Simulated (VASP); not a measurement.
Set up this calculation in VASP 6.6.1, as the native input.

```yaml
Task: single point
Functional: PBEsol
Potentials_or_basis: VASP PAW PBE potentials, release 64 (Li_sv, H)
Cutoff: 520 eV
k_mesh: 10 × 10 × 10
Occupations: gaussian, width 0.05 eV
Spin: no spin polarisation
Dipole_correction: no
Further_INCAR_settings: ALGO = Normal; EDIFF = 1e-06; NBANDS = 9
```

The structure of LiH lies in POSCAR:

```
LiH
1.0
    0.0000000000      2.1951000000      2.1138000000
    2.1951000000      0.0000000000      2.1138000000
    2.1951000000      2.1951000000      0.0000000000
Li H
1 1
Direct
    0.0000000000      0.0000000000      0.0000000000
    0.5000000000      0.5000000000      0.5000000000
```

This cell differs from its parent crystal: strain +0.080 along x and y, +0.040 along z.

The input as run:

INCAR

```
SYSTEM = LiH
ALGO = Normal
EDIFF = 1E-6
ENCUT = 520
GGA = PS
ISIF = 2
ISMEAR = 0
LASPH = .True.
LCHARG = .True.
LELF = .True.
LREAL = .False.
LVHAR = .True.
LWAVE = .False.
NBANDS = 9
NELM = 100
PREC = Accurate
SIGMA = 0.05
```

KPOINTS

```
k-points
0
Gamma
  10 10 10
  0 0 0
```

Potentials or basis: VASP PAW PBE potentials, release 64 (Li_sv, H).

Launch:

```console
$ cat potpaw_PBE.64/Li_sv/POTCAR potpaw_PBE.64/H/POTCAR > POTCAR
$ mpirun -np 1 vasp_std > vasp.out
```

Results of the run:

```yaml
Band_gap_on_the_k_mesh: 2.59 eV, indirect (least direct gap 2.84 eV)
```

Caveat: the cell differs from its parent crystal (strain +0.080 along x and y, +0.040 along z).

Wall time 8.4 s on 1 thread of Intel(R) Xeon(R) Platinum 8488C (Sapphire Rapids), on a shared host, peak memory 0.14 GiB.
